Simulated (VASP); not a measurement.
A run of VASP 6.6.1:

INCAR

```
ALGO = Fast ; EDIFF = 1E-6
ENCUT = 520 ; GGA = PS
ISIF = 2 ; ISMEAR = 0
LASPH = True ; LCHARG = False
LREAL = False ; LWAVE = False
NBANDS = 36 ; NELM = 100
PREC = Accurate ; SIGMA = 0.1
```

The input KPOINTS:

```
k-points
0
Gamma
  10 10 10
```

Contents of POSCAR:

```
Sn3Bi
1.0
    0.0000000000      3.7588769701      3.7588769701
    3.7588769701      0.0000000000      3.7588769701
    3.7588769701      3.7588769701      0.0000000000
Sn Bi
3 1
Direct
    0.0000000000      0.0000000000      0.0000000000
    0.2500000000      0.2500000000      0.2500000000
    0.7500000000      0.7500000000      0.7500000000
    0.5000000000      0.5000000000      0.5000000000
```

Potentials or basis: VASP PAW PBE potentials, release 64 (Sn_d, Bi_d).

Run with:

```sh
$ cat potpaw_PBE.64/Sn_d/POTCAR potpaw_PBE.64/Bi_d/POTCAR > POTCAR
$ mpirun -np 1 vasp_std > vasp.out
```

Hardware: 1 thread of AMD EPYC 9R45 (Zen 5), on a shared host.

Question: How long does it take, and how much memory?

Answer: Wall time 95 s on 1 thread of AMD EPYC 9R45 (Zen 5), on a shared host, peak memory 0.3 GiB. Counts: scf iterations 13, k points 47.
